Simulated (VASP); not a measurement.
Si2W, 3 atoms in the cell. Symmetry: I4/mmm, No. 139, tetragonal system. The conventional cell has a = 3.211 Å, b = 3.211 Å, c = 7.805 Å, α = 90.00°, β = 90.00°, γ = 90.00°. Within 3.4 Å of Si (site symmetry 4mm) lie 9 Si at 2.58 to 3.21 Å and 5 W at 2.61 Å. Within 3.4 Å of W (site symmetry 4/mmm) lie 10 Si at 2.61 Å and 4 W at 3.21 Å. 

* Program: VASP 6.6.1
* Task: single point
* Functional: r2SCAN
* Potentials or basis: VASP PAW PBE potentials, release 64 (Si, W_sv)
* Cutoff: 520 eV
* k mesh: 18 × 18 × 18
* Occupations: gaussian, width 0.1 eV
* Spin: no spin polarisation
* Dipole correction: no
* Further INCAR settings: ALGO = Normal; EDIFF = 1e-07; NBANDS = 18

Potentials or basis: VASP PAW PBE potentials, release 64 (Si, W_sv).

Run with:

```console
$ cat potpaw_PBE.64/Si/POTCAR potpaw_PBE.64/W_sv/POTCAR > POTCAR
$ cp INCAR.step1 INCAR
$ mpirun -np 1 vasp_std > vasp.out
$ cp INCAR.step2 INCAR
$ mpirun -np 1 vasp_std > vasp.out
```

Hardware: 1 thread of Intel(R) Xeon(R) Platinum 8375C CPU @ 2.90GHz (Ice Lake), on a shared host.

Question: How long does it take, and how much memory?

Answer: Run time: 33 min on 1 thread of Intel(R) Xeon(R) Platinum 8375C CPU @ 2.90GHz (Ice Lake) (shared host), peak memory 0.47 GiB. Counts: k points 480.
